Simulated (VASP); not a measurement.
# EuTe2 (R-3m) in VASP: a series of runs, part 2 of 2

VASP 6.6.1. The steps go on from the part before.

## Step 3: Single point, PBE+U, collinear spin, ferromagnetic start

This run uses another cell than the first one, of 37.51 Å³/atom.

INCAR

```
SYSTEM = EuTe2
ALGO = Normal
EDIFF = 1E-7
ENCUT = 520
GGA = PE
ISIF = 2
ISMEAR = 0
ISPIN = 2
LASPH = .True.
LCHARG = .False.
LDAU = .True.
LDAUJ = 0 0
LDAUL = 3 -1
LDAUPRINT = 1
LDAUTYPE = 2
LDAUU = 6 0
LMAXMIX = 6
LORBIT = 11
LREAL = .False.
LWAVE = .False.
MAGMOM = 7.62 0 0
NBANDS = 26
NELM = 150
PREC = Accurate
SIGMA = 0.05
```

KPOINTS

```
k-points
0
Gamma
  8 8 8
  0 0 0
```

POSCAR

```
EuTe2
1.0
    2.7111782757      1.5652995073      4.4196066627
   -2.7111782757      1.5652995073      4.4196066627
    0.0000000000     -3.1305990146      4.4196066627
Eu Te
1 2
Direct
    0.0000000000      0.0000000000      0.0000000000
    0.2499171022      0.2499171022      0.2499171022
    0.7500828978      0.7500828978      0.7500828978
```

Potentials or basis: VASP PAW PBE potentials, release 64 (Eu, Te).

Started as:

```sh
$ cat potpaw_PBE.64/Eu/POTCAR potpaw_PBE.64/Te/POTCAR > POTCAR
$ mpirun -np 1 vasp_std > vasp.out
```

OUTCAR:

```text
SYSTEM = EuTe2
   EDIFF = 1E-7
   ENCUT = 520
   GGA = PE
   ISIF = 2
   ISMEAR = 0
   ISPIN = 2
   LASPH = .True.
   LORBIT = 11
   LREAL = .False.
   NELM = 150
   PREC = Accurate

 ion  position               nearest neighbor table
   1  0.000  0.000  0.000-   2 3.31   3 3.31   3 3.32   3 3.32   2 3.32   2 3.32   3 3.32   2 3.32

   2  0.250  0.250  0.250-   1 3.31   1 3.32   1 3.32   1 3.32
   3  0.750  0.750  0.750-   1 3.31   1 3.32   1 3.32   1 3.32

  LATTYP: Found a trigonal (rhomboedric) cell.
 ALAT       =     5.4160477512
 COS(alpha) =     0.4988344869

  Lattice vectors:

 A1 = (   2.7111782757,   1.5652995073,   4.4196066627)
 A2 = (  -2.7111782757,   1.5652995073,   4.4196066627)
 A3 = (   0.0000000000,  -3.1305990146,   4.4196066627)

Analysis of symmetry for initial positions (statically):
=====================================================================
 Subroutine PRICEL returns:
 Original cell was already a primitive cell.

 Routine SETGRP: Setting up the symmetry group for a
 trigonal (rhombohedral) supercell.

 Subroutine GETGRP returns: Found 12 space group operations
 (whereof 12 operations were pure point group operations)
 out of a pool of 12 trial point group operations.

The static configuration has the point symmetry D_3d.

Analysis of symmetry for dynamics (positions and initial velocities):
=====================================================================
 Subroutine PRICEL returns:
 Original cell was already a primitive cell.

 Routine SETGRP: Setting up the symmetry group for a
 trigonal (rhombohedral) supercell.

 Subroutine GETGRP returns: Found 12 space group operations
 (whereof 12 operations were pure point group operations)
 out of a pool of 12 trial point group operations.

The dynamic configuration has the point symmetry D_3d.

Analysis of structural, dynamic, and magnetic symmetry:
=====================================================================
 Subroutine PRICEL returns:
 Original cell was already a primitive cell.
[... 179 lines left out ...]
  o =  0.0007  v =  0.0000  0.0000  0.0000  0.0000  0.0000  0.0000  0.0000  0.0000 -0.4666 -0.0000  0.0000 -0.8845 -0.0000 -0.0000      0.0000  0.0000  0.0000  0.0000  0.0000  0.0000  0.0000  0.0000  0.0000  0.0000  0.0000  0.0000  0.0000  0.0000
  o =  0.0007  v =  0.0000  0.0000  0.0000  0.0000  0.0000  0.0000  0.0000  0.0000  0.0000 -0.8845  0.0000  0.0000 -0.4666 -0.0000      0.0000  0.0000  0.0000  0.0000  0.0000  0.0000  0.0000  0.0000  0.0000  0.0000  0.0000  0.0000  0.0000  0.0000
  o =  0.0008  v =  0.0000  0.0000  0.0000  0.0000  0.0000  0.0000  0.0000 -0.0000 -0.8845 -0.0001 -0.0000  0.4666  0.0001  0.0000      0.0000  0.0000  0.0000  0.0000  0.0000  0.0000  0.0000  0.0000  0.0000  0.0000  0.0000  0.0000  0.0000  0.0000
  o =  0.0008  v =  0.0000  0.0000  0.0000  0.0000  0.0000  0.0000  0.0000  0.0000 -0.0001  0.4666  0.0000  0.0001 -0.8845  0.0000      0.0000  0.0000  0.0000  0.0000  0.0000  0.0000  0.0000  0.0000  0.0000  0.0000  0.0000  0.0000  0.0000  0.0000
  o =  0.0008  v =  0.0000  0.0000  0.0000  0.0000  0.0000  0.0000  0.0000  0.7493 -0.0000 -0.0000  0.6622  0.0000  0.0000  0.0000      0.0000  0.0000  0.0000  0.0000  0.0000  0.0000  0.0000  0.0000  0.0000  0.0000  0.0000  0.0000  0.0000  0.0000
  o =  0.0026  v =  0.0000  0.0000  0.0000  0.0000  0.0000  0.0000  0.0000 -0.6622 -0.0000 -0.0000  0.7493 -0.0000  0.0000  0.0000      0.0000  0.0000  0.0000  0.0000  0.0000  0.0000  0.0000  0.0000  0.0000  0.0000  0.0000  0.0000  0.0000  0.0000
  o =  0.8928  v =  0.6637 -0.0000 -0.0000 -0.7480  0.0000  0.0000 -0.0000  0.0000  0.0000  0.0000  0.0000  0.0000  0.0000  0.0000      0.0000  0.0000  0.0000  0.0000  0.0000  0.0000  0.0000  0.0000  0.0000  0.0000  0.0000  0.0000  0.0000  0.0000
  o =  0.9737  v =  0.0000 -0.9110  0.0002  0.0000  0.4123 -0.0005 -0.0000  0.0000  0.0000  0.0000  0.0000  0.0000  0.0000  0.0000      0.0000  0.0000  0.0000  0.0000  0.0000  0.0000  0.0000  0.0000  0.0000  0.0000  0.0000  0.0000  0.0000  0.0000
  o =  0.9737  v =  0.0000  0.0005  0.4123  0.0000 -0.0002 -0.9110  0.0000  0.0000  0.0000  0.0000  0.0000  0.0000  0.0000  0.0000      0.0000  0.0000  0.0000  0.0000  0.0000  0.0000  0.0000  0.0000  0.0000  0.0000  0.0000  0.0000  0.0000  0.0000
  o =  0.9738  v =  0.7480 -0.0000 -0.0000  0.6637  0.0000  0.0000 -0.0000  0.0000  0.0000  0.0000  0.0000  0.0000  0.0000  0.0000      0.0000  0.0000  0.0000  0.0000  0.0000  0.0000  0.0000  0.0000  0.0000  0.0000  0.0000  0.0000  0.0000  0.0000
  o =  0.9807  v =  0.0000 -0.4123  0.0000  0.0000 -0.9110  0.0000  0.0000  0.0000  0.0000  0.0000  0.0000  0.0000  0.0000  0.0000      0.0000  0.0000  0.0000  0.0000  0.0000  0.0000  0.0000  0.0000  0.0000  0.0000  0.0000  0.0000  0.0000  0.0000
  o =  0.9807  v =  0.0000  0.0000  0.9110  0.0000  0.0000  0.4123 -0.0000  0.0000  0.0000  0.0000  0.0000  0.0000  0.0000  0.0000      0.0000  0.0000  0.0000  0.0000  0.0000  0.0000  0.0000  0.0000  0.0000  0.0000  0.0000  0.0000  0.0000  0.0000
  o =  0.9808  v = -0.0000  0.0000 -0.0000  0.0000  0.0000 -0.0000  1.0000  0.0000  0.0000  0.0000  0.0000  0.0000  0.0000  0.0000      0.0000  0.0000  0.0000  0.0000  0.0000  0.0000  0.0000  0.0000  0.0000  0.0000  0.0000  0.0000  0.0000  0.0000

 number of electron      28.9999994 magnetization       7.3126878

 Free energy of the ion-electron system (eV)
  ---------------------------------------------------
  ext. energy  EPLUGINS =         0.00000000
  ---------------------------------------------------
  free energy    TOTEN  =       -19.40850353 eV

  energy without entropy =      -19.40365135  energy(sigma->0) =      -19.40607744

 E-fermi :   3.2751     XC(G=0):  -8.6781

 val. band max:        3.2751232259   @ k =  -0.2500   0.5000   0.2500
 cond. band min:       3.3024651782   @ k =   0.2500   0.2500   0.1250
 fundamental gap:      0.0273419523
 Fermi energy:         3.2751239587

 spin component 1

 k-point     1 :       0.0000    0.0000    0.0000
  band No.  band energies     occupation
      1     -36.7075      1.00000
      2     -15.6177      1.00000
      3     -15.6173      1.00000
      4     -15.6173      1.00000
      5      -7.8533      1.00000
      6      -6.0439      1.00000
[... 1385 lines left out ...]
     25      12.5551      0.00000
     26      12.5731      0.00000

 [... further k-points ...]

------------------------ aborting loop because EDIFF is reached ----------------------------------------

  FORCE on cell =-STRESS in cart. coord.  units (eV):
  Direction    XX          YY          ZZ          XY          YZ          ZX
  --------------------------------------------------------------------------------------
  -------------------------------------------------------------------------------------
  Total       -0.0244874     -0.0244874      0.0204966      0.0000000      0.0000000      0.0000000
  in kB       -0.3486292     -0.3486292      0.2918107      0.0000000      0.0000000      0.0000000
  external PRESSURE =      -0.1351492 kB  Pullay stress =       0.0000000 kB

 VOLUME and BASIS-vectors are now :
 -----------------------------------------------------------------------------
  energy-cutoff  :      520.00
  volume of cell :      112.54
      direct lattice vectors                 reciprocal lattice vectors
     2.711178276  1.565299507  4.419606663     0.184421661  0.106475895  0.075421493
    -2.711178276  1.565299507  4.419606663    -0.184421661  0.106475895  0.075421493
     0.000000000 -3.130599015  4.419606663     0.000000000 -0.212951791  0.075421493

 POSITION                                       TOTAL-FORCE (eV/Angst)
 -----------------------------------------------------------------------------------
      0.00000      0.00000      0.00000         0.000000      0.000000     -0.000000
      0.00000      0.00000      3.31361         0.000000      0.000000      0.009726
      0.00000      0.00000      9.94521         0.000000     -0.000000     -0.009726
 -----------------------------------------------------------------------------------
    total drift:                               -0.000000      0.000000     -0.000000

  FREE ENERGIE OF THE ION-ELECTRON SYSTEM (eV)
  ---------------------------------------------------
  free  energy   TOTEN  =       -19.4085035313 eV

  energy  without entropy=      -19.4036513505  energy(sigma->0) =      -19.40607744

 total charge

# of ion       s       p       d       f       tot
--------------------------------------------------
    1        2.034   5.767   0.273   6.756  14.831
    2        1.387   1.951   0.014   0.000   3.353
    3        1.387   1.951   0.014   0.000   3.353
--------------------------------------------------
tot          4.808   9.670   0.301   6.756  21.536

 magnetization (x)

# of ion       s       p       d       f       tot
--------------------------------------------------
    1       -0.013  -0.114   0.069   6.742   6.685
    2       -0.000   0.079   0.002   0.000   0.080
    3       -0.000   0.079   0.002   0.000   0.080
--------------------------------------------------
tot         -0.013   0.044   0.072   6.742   6.845
```

Wall time 21 min (1 thread of AMD EPYC 7R13, shared host); peak memory 0.49 GiB.

What came out:

```yaml
Free_energy: -19.4085 eV
Pressure: 0.0 GPa
Largest_force: 0.010 eV/Å
Net_moment: 7.31 μB per cell
Site_moments: Eu +6.68; Te +0.08 μB
Valence_electrons_inside_the_program's_atomic_spheres: Eu 14.83; Te 3.35
```

Forces in eV/Å, atoms in the order of the input:
```
Eu   0.000  0.000  0.000
Te   0.000  0.000  0.010
Te   0.000  0.000 -0.010
```

Eigenvalues of the final occupation matrices:
```
    site  spin  trace                         eigenvalues
site 1 f     1   6.76  0.89 0.97 0.97 0.97 0.98 0.98 0.98
site 1 f     2   0.01  0.00 0.00 0.00 0.00 0.00 0.00 0.00
```

Caveat: spin-orbit coupling is left out, which moves the levels of the heavy elements; a cell with one magnetic atom can't hold antiferromagnetic order, which such compounds often take. The state reached can hang on the start; a lower one may exist.
